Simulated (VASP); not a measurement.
## Os: relaxation of cell and atoms with PBE

The system is Os.

```xyz
1
Lattice="0.0000 1.7802 1.7802 1.7802 0.0000 1.7802 1.7802 1.7802 0.0000" Properties=species:S:1:pos:R:3 pbc="T T T"
Os    0.0000    0.0000    0.0000
```

```
Program                : VASP 6.6.1
Task                   : relaxation of cell and atoms
Functional             : PBE
Potentials or basis    : VASP PAW PBE potentials, release 64 (Os)
Cutoff                 : 600 eV
k mesh                 : 19 × 19 × 19
Occupations            : fermi-dirac, width 0.1 eV
Spin                   : no spin polarisation
Target pressure        : 160 GPa
Dipole correction      : no
Further INCAR settings : ALGO = Normal; EDIFF = 1e-06; IBRION = 2; EDIFFG = -0.005; NSW = 60; ISIF = 3
```

```yaml
Relaxed_volume: 11.38 Å³/atom
Relaxed_cell: a = 2.525 Å, b = 2.525 Å, c = 2.525 Å, α = 60.00°, β = 60.00°, γ = 60.00°
Space_group_after_relaxing_to_0.05_Å: Fm-3m (No. 225)
Energy_change_on_relaxing_the_enthalpy_is_what_falls: -101.6 meV/atom
Ionic_steps: 4
Pressure_after_relaxing: 160.0 GPa
Band_gap_on_the_k_mesh: zero (band 4 reaches 16.20 eV, above the bottom of band 5 at 10.88 eV)
```

The path:
```csv
step,energy change (eV),largest force (eV/Å),pressure (GPa),volume (Å³)
1,0.0000,0.0000,169.50,11.28
2,-0.8585,0.0000,81.27,12.41
3,-0.1064,0.0000,159.54,11.39
4,-0.1016,0.0000,159.98,11.38
```

Final structure:
```
CELL_PARAMETERS angstrom
0.00000 1.78543 1.78543
1.78543 0.00000 1.78543
1.78543 1.78543 0.00000
ATOMIC_POSITIONS crystal
Os 0.00000 0.00000 0.00000
```

Levels at points of the mesh, in eV from the Fermi level:
```
           k point  band 1  band 2  band 3  band 4  band 5  band 6  band 7  band 8
(0.00, 0.00, 0.00)  -12.79   -4.13   -4.13   -4.13    0.07    0.07   13.87   21.03
```

Wall time 50 s on 1 thread of AMD EPYC 7R43 64-Core Processor (Zen 3) (shared host), peak memory 0.12 GiB.

Caveat: the cell is relaxed towards a set pressure, so the enthalpy falls and the energy may rise; spin-orbit coupling is left out, which moves the levels of the heavy elements.
